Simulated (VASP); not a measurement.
# Mg2Si3N3 (Cm) in VASP: single point with PBE

Aim: the single point of Mg2Si3N3 with PBE.

Everything below comes from runs of VASP 6.6.1. Logs are shortened: lines on timing, memory, paths and dates and some standing lists are left out, and cuts for length are marked.

### 1 The cell of the first run

Symmetry: Cm, No. 8, monoclinic system. The conventional cell has a = 5.829 Å, b = 6.702 Å, c = 5.950 Å, α = 90.00°, β = 105.34°, γ = 90.00°. Mg (site symmetry m) has 3 N at 2.09 to 3.09 Å and 5 Si at 2.53 to 3.02 Å and 2 Mg at 2.88 to 3.07 Å within 3.1 Å. Within 2.9 Å of Mg (site symmetry m) lie 3 N at 2.20 to 2.31 Å and 1 Si at 2.74 Å and 1 Mg at 2.88 Å. Within 2.4 Å of Si (site symmetry 1) lie 3 N at 1.77 to 1.80 Å and 1 Si at 2.37 Å. Si (site symmetry m) has 1 N at 1.92 Å and 2 Si at 2.37 Å and 1 Mg at 2.53 Å within 2.6 Å. N (site symmetry m) has 3 Si at 1.80 to 1.92 Å and 1 Mg at 2.31 Å within 2.4 Å. Within 2.4 Å of N (site symmetry 1) lie 2 Si at 1.77 to 1.79 Å and 2 Mg at 2.09 to 2.20 Å.

### 2 Single point, PBE

Contents of POSCAR:

```
Mg2Si3N3
1.0
    2.9144210152     -3.3510489127     -0.0008669642
    2.9144210152      3.3510489127     -0.0008669642
   -1.5719131974      0.0000000000      5.7384645283
Mg Si N
2 3 3
Direct
    0.1597203538      0.1597203538      0.3708673235
    0.6490105700      0.6490105700      0.2674119805
    0.7514946818      0.2884838115      0.7209964395
    0.2056589035      0.2056589035      0.9599301618
    0.2884838115      0.7514946818      0.7209964395
    0.4972020949      0.4972020949      0.8673697601
    0.4974085755      0.9498507671      0.5461945728
    0.9498507671      0.4974085755      0.5461945728
```

Contents of INCAR.step1:

```
SYSTEM = Mg2Si3N3
PREC = Accurate
ENCUT = 520
EDIFF = 1E-6
ISMEAR = 0
SIGMA = 0.1
LREAL = .FALSE.
LASPH = .TRUE.
NELM = 120
ALGO = Normal
ISIF = 2
LWAVE = .FALSE.
LCHARG = .TRUE.
GGA = PE
NBANDS = 26
GGA_COMPAT = .FALSE.
NEDOS = 2001
LORBIT = 11
```

Contents of KPOINTS.step1:

```
Automatic mesh
0
G
  8 8 6
  0 0 0
```

Contents of INCAR.step2:

```
SYSTEM = Mg2Si3N3
PREC = Accurate
ENCUT = 520
EDIFF = 1E-6
ISMEAR = -5
SIGMA = 0.1
LREAL = .FALSE.
LASPH = .TRUE.
NELM = 120
ALGO = Normal
ISIF = 2
LWAVE = .FALSE.
LCHARG = .FALSE.
GGA = PE
LORBIT = 11
NEDOS = 2001
ICHARG = 11
GGA_COMPAT = .FALSE.
```

Contents of KPOINTS.step2:

```
Automatic mesh
0
G
  12 12 9
  0 0 0
```

Potentials or basis: VASP PAW PBE potentials, release 64 (Mg, Si, N).

The run is started by

```
$ cat potpaw_PBE.64/Mg/POTCAR potpaw_PBE.64/Si/POTCAR potpaw_PBE.64/N/POTCAR > POTCAR
$ cp INCAR.step1 INCAR
$ cp KPOINTS.step1 KPOINTS
$ mpirun -np 1 vasp_std > vasp.out
$ cp INCAR.step2 INCAR
$ cp KPOINTS.step2 KPOINTS
$ mpirun -np 1 vasp_std > vasp.out
```

OUTCAR:

```text
SYSTEM = Mg2Si3N3
   PREC = Accurate
   ENCUT = 520
   EDIFF = 1E-6
   ISMEAR = -5
   LREAL = .FALSE.
   LASPH = .TRUE.
   NELM = 120
   ISIF = 2
   GGA = PE
   LORBIT = 11
   ICHARG = 11

 ion  position               nearest neighbor table
   1  0.160  0.160  0.371-   7 2.09   8 2.09   4 2.53   2 2.88   3 2.97   5 2.97   5 3.02   3 3.02
                             2 3.07   2 3.40   2 3.40
   2  0.649  0.649  0.267-   7 2.20   8 2.20   6 2.31   4 2.74   1 2.88   1 3.07   5 3.37   3 3.37
                             1 3.40   1 3.40
   3  0.751  0.288  0.721-   8 1.77   7 1.79   6 1.80   4 2.37   5 2.92   5 2.92   1 2.97   1 3.02
                             4 3.03   5 3.10   2 3.37
   4  0.206  0.206  0.960-   6 1.92   5 2.37   3 2.37   1 2.53   2 2.74   5 3.03   3 3.03
   5  0.288  0.751  0.721-   7 1.77   8 1.79   6 1.80   4 2.37   3 2.92   3 2.92   1 2.97   1 3.02
                             4 3.03   3 3.10   2 3.37
   6  0.497  0.497  0.867-   3 1.80   5 1.80   4 1.92   2 2.31
   7  0.497  0.950  0.546-   5 1.77   3 1.79   1 2.09   2 2.20
   8  0.950  0.497  0.546-   3 1.77   5 1.79   1 2.09   2 2.20

  LATTYP: Found a base centered monoclinic cell.
 ALAT       =     5.8288422883
 B/A-ratio  =     1.1498162918
 C/A-ratio  =     1.0207626308
 COS(beta)  =    -0.2644800063

  Lattice vectors:

 A1 = (   2.9144210152,  -3.3510489127,  -0.0008669642)
 A2 = (   2.9144210152,   3.3510489127,  -0.0008669642)
 A3 = (  -1.5719131974,   0.0000000000,   5.7384645283)

Analysis of symmetry for initial positions (statically):
=====================================================================
 Subroutine PRICEL returns:
 Original cell was already a primitive cell.

 Routine SETGRP: Setting up the symmetry group for a
 base centered monoclinic supercell.

 Subroutine GETGRP returns: Found  2 space group operations
 (whereof  2 operations were pure point group operations)
 out of a pool of  4 trial point group operations.

The static configuration has the point symmetry C_1h.

Analysis of symmetry for dynamics (positions and initial velocities):
=====================================================================
 Subroutine PRICEL returns:
 Original cell was already a primitive cell.

 Routine SETGRP: Setting up the symmetry group for a
 base centered monoclinic supercell.

 Subroutine GETGRP returns: Found  2 space group operations
 (whereof  2 operations were pure point group operations)
 out of a pool of  4 trial point group operations.

The dynamic configuration has the point symmetry C_1h.

 Subroutine INISYM returns: Found  2 space group operations
 (whereof  2 operations are pure point group operations),
 and found     1 'primitive' translations

----------------------------------------------------------------------------------------

                                     Primitive cell

  volume of cell :     112.0788

  direct lattice vectors                    reciprocal lattice vectors
     2.914421015 -3.351048913 -0.000866964     0.171574643 -0.149207013  0.046998713
     2.914421015  3.351048913 -0.000866964     0.171574643  0.149207013  0.046998713
    -1.571913197  0.000000000  5.738464528     0.000051843  0.000000000  0.174276845

  length of vectors
     4.441101150  4.441101150  5.949864389     0.232184130  0.232184130  0.174276853

  position of ions in fractional coordinates (direct lattice)
     0.159720354  0.159720354  0.370867324
     0.649010570  0.649010570  0.267411981
     0.751494682  0.288483812  0.720996439
     0.205658904  0.205658904  0.959930162
     0.288483812  0.751494682  0.720996439
     0.497202095  0.497202095  0.867369760
     0.497408576  0.949850767  0.546194573
     0.949850767  0.497408576  0.546194573

  ion indices of the primitive-cell ions
   primitive index   ion index
                 1           1
                 2           2
                 3           3
                 4           4
                 5           5
                 6           6
                 7           7
                 8           8

----------------------------------------------------------------------------------------

 KPOINTS: Automatic mesh

Automatic generation of k-mesh.
 Grid dimensions read from file:
 generate k-points for:   12   12    9

 Generating k-lattice:

  Cartesian coordinates                     Fractional coordinates (reciprocal lattice)
     0.014297887 -0.012433918  0.003916559     0.083333333  0.000000000  0.000000000
     0.014297887  0.012433918  0.003916559     0.000000000  0.083333333  0.000000000
     0.000005760  0.000000000  0.019364094    -0.000000000 -0.000000000  0.111111111

  Length of vectors
     0.019348677  0.019348677  0.019364095

  Shift w.r.t. Gamma in fractional coordinates (k-lattice)
     0.000000000  0.000000000  0.000000000

 TETIRR: Found   1950 inequivalent tetrahedra from     7776

 Subroutine IBZKPT returns following result:
 ===========================================

 Found    355 irreducible k-points:

 Following reciprocal coordinates:
            Coordinates               Weight
  0.000000  0.000000  0.000000      1.000000
  0.083333  0.000000 -0.000000      4.000000
  0.166667 -0.000000  0.000000      4.000000
  0.250000 -0.000000  0.000000      4.000000
  0.333333 -0.000000  0.000000      4.000000
  0.416667 -0.000000 -0.000000      4.000000
[... 16 lines left out ...]
  0.500000  0.166667 -0.000000      4.000000
 -0.416667  0.166667  0.000000      4.000000
 [... further k-points ...]
   k-points           NKPTS =    355   k-points in BZ     NKDIM =    355   number of bands    NBANDS=     20
   number of dos      NEDOS =   2001   number of ions     NIONS =      8
   total plane-waves  NPLWV =  62208
   dimension x,y,z NGX =    36 NGY =   36 NGZ =   48
   dimension x,y,z NGXF=    72 NGYF=   72 NGZF=   96
   ions per type =               2   3   3
   NGX,Y,Z   is equivalent  to a cutoff of  13.48, 13.48, 13.41 a.u.
   NGXF,Y,Z  is equivalent  to a cutoff of  26.95, 26.95, 26.82 a.u.
 SYSTEM =  Mg2Si3N3
   PREC   = accura    normal or accurate (medium, high low for compatibility)
   ISTART =      0    job   : 0-new  1-cont  2-samecut
   ICHARG =     11    charge: 1-file 2-atom 10-const
   ISPIN  =      1    spin polarized calculation?
   LNONCOLLINEAR =      F non collinear calculations
   LSORBIT =      F    spin-orbit coupling
   LASPH  =      T    aspherical Exc in radial PAW
   ENCUT  =  520.0 eV  38.22 Ry    6.18 a.u.   8.26  8.26 11.06*2*pi/ulx,y,z
   NELM   =    120;   NELMIN=  2; NELMDL=  0     # of ELM steps
   EDIFF  = 0.1E-05   stopping-criterion for ELM
   LREAL  =      F    real-space projection
   EDIFFG = 0.1E-04   stopping-criterion for IOM
   NSW    =      0    number of steps for IOM
   IBRION =     -1    ionic relax: 0-MD 1-quasi-New 2-CG
   NFREE  =      0    steps in history (QN), initial steepest desc. (CG)
   ISIF   =      2    stress and relaxation
   ISYM   =      2    0-nonsym 1-usesym 2-fastsym
   POTIM  = 0.5000    time-step for ionic-motion
   TEBEG  =    0.0;   TEEND  =   0.0 temperature during run
   PSTRESS=    0.0 pullay stress
   NELECT =      31.0000    total number of electrons
   NUPDOWN=      -1.0000    fix difference up-down
   EMIN   =  10.00;   EMAX   =-10.00  energy-range for DOS
   EFERMI =   0.00;   METHOD = LEGACY
   ISMEAR =    -5;   SIGMA  =   0.10  broadening in eV -4-tet -1-fermi 0-gaus
   EFERMI_NEDOS =   21; number of points for ismear=-14 and -15
   IALGO  =     38    algorithm
   IMIX   =      4    mixing-type and parameters
     AMIX     =   0.40;   BMIX     =  1.00
     AMIX_MAG =   1.60;   BMIX_MAG =  1.00
  volume/ion in A,a.u.               =      14.01        94.54
  Fermi-wavevector in a.u.,A,eV,Ry     =   1.066648  2.015672 15.479852  1.137737
  Thomas-Fermi vector in A             =   2.202239
   LORBIT       =     11    0 simple, 1 ext, 2 COOP (PROOUT), +10 PAW based schemes
   GGA     = PE    functional components
   LHFCALC =     F    Hartree Fock is set to
   AEXX    =    0.0000 exact exchange contribution
   IVDW    =     0    specifies the selected vdW correction
   LEPSILON=     F    determine dielectric tensor
   LRPA    =     F    only Hartree local field effects (RPA)
 non-spin polarized calculation
 Fermi weights with tetrahedron method with Bloechl corrections
  energy-cutoff  :      520.00
  volume of cell :      112.08
 maximum number of plane-waves:      3038
 NGX is ok and might be reduce to    36

 number of electron      31.0000001 magnetization

 Free energy of the ion-electron system (eV)
  ---------------------------------------------------
  ext. energy  EPLUGINS =         0.00000000
  ---------------------------------------------------
  free energy    TOTEN  =       -48.07808594 eV

  energy without entropy =      -48.07808594  energy(sigma->0) =      -48.07808594

 E-fermi :   6.3065     XC(G=0):  -9.8706

 val. band max:        6.3171515771   @ k =  -0.4167   0.3333   0.3333
 cond. band min:       6.3012410738   @ k =  -0.0833  -0.1667   0.2222
 fundamental gap:     -0.0159105033
 Fermi energy:         6.3065299420

 k-point     1 :       0.0000    0.0000    0.0000
  band No.  band energies     occupation
      1     -11.9081      2.00000
      2      -9.6771      2.00000
      3      -9.2669      2.00000
      4      -3.4902      2.00000
      5      -2.6080      2.00000
      6      -1.3390      2.00000
[... 12 lines left out ...]
     19       8.6113      0.00000
[... 513 lines left out ...]
      4      -3.8695      2.00000
      5      -2.2636      2.00000
      6      -1.6363      2.00000
[... 12 lines left out ...]
     19       8.9480      0.00000
     20      10.1709      0.00000

 [... further k-points ...]

------------------------ aborting loop because EDIFF is reached ----------------------------------------

  FORCE on cell =-STRESS in cart. coord.  units (eV):
  Direction    XX          YY          ZZ          XY          YZ          ZX
  --------------------------------------------------------------------------------------
  -------------------------------------------------------------------------------------
  Total       -0.0902396     -0.1490729     -0.1339341      0.0000000      0.0000000     -0.0091686
  in kB       -1.2899836     -2.1310123     -1.9146018      0.0000000      0.0000000     -0.1310660
  external PRESSURE =      -1.7785326 kB  Pullay stress =       0.0000000 kB

 VOLUME and BASIS-vectors are now :
 -----------------------------------------------------------------------------
  energy-cutoff  :      520.00
  volume of cell :      112.08
      direct lattice vectors                 reciprocal lattice vectors
     2.914421015 -3.351048913 -0.000866964     0.171574643 -0.149207013  0.046998713
     2.914421015  3.351048913 -0.000866964     0.171574643  0.149207013  0.046998713
    -1.571913197  0.000000000  5.738464528     0.000051843  0.000000000  0.174276845

 POSITION                                       TOTAL-FORCE (eV/Angst)
 -----------------------------------------------------------------------------------
      0.34801      0.00000      2.12793         0.006341      0.000000      0.001159
      3.36263      0.00000      1.53341        -0.005360      0.000000     -0.002161
      1.89759     -1.55157      4.13651         0.002320      0.002254     -0.002832
     -0.31017      0.00000      5.50817         0.012205      0.000000     -0.016849
      1.89759      1.55157      4.13651         0.002320     -0.002254     -0.002832
      1.53468      0.00000      4.97651        -0.012067      0.000000      0.007068
      3.35935      1.51616      3.13306        -0.002880      0.004251      0.008223
      3.35935     -1.51616      3.13306        -0.002880     -0.004251      0.008223
 -----------------------------------------------------------------------------------
    total drift:                                0.000121      0.000000      0.000494

  FREE ENERGIE OF THE ION-ELECTRON SYSTEM (eV)
  ---------------------------------------------------
  free  energy   TOTEN  =       -48.0780859381 eV

  energy  without entropy=      -48.0780859381  energy(sigma->0) =      -48.07808594

 total charge

# of ion       s       p       d       tot
------------------------------------------
    1        0.200   0.176   0.040   0.417
    2        0.170   0.131   0.035   0.337
    3        0.698   0.920   0.000   1.619
    4        0.752   0.925   0.000   1.677
    5        0.698   0.920   0.000   1.619
    6        1.242   2.573   0.000   3.814
    7        1.238   2.569   0.000   3.807
    8        1.238   2.569   0.000   3.807
--------------------------------------------------
tot          6.237  10.784   0.076  17.097
```

It took 6.9 min on 1 thread of AMD EPYC 9R45 (Zen 5), shared host; peak memory 0.78 GiB.

Results:

```
Valence electrons inside the program's atomic spheres : Mg 0.42, 0.34; Si 1.62, 1.68 (each value once); N 3.81
```

Levels at points of the mesh, in eV from the Fermi level:
| k point | band 13 | band 14 | band 15 | band 16 | band 17 | band 18 |
| --- | --- | --- | --- | --- | --- | --- |
| (0.00, 0.00, 0.00) | -3.74 | -2.38 | -2.32 | 0.32 | 1.03 | 1.41 |
| (0.50, 0.00, 0.00) | -3.41 | -2.46 | -2.03 | -0.13 | 1.97 | 2.26 |
| (0.50, 0.50, 0.00) | -2.87 | -2.61 | -2.22 | -0.25 | 2.36 | 2.36 |

Caveat: tetrahedron occupations give inexact forces and stress in metals.
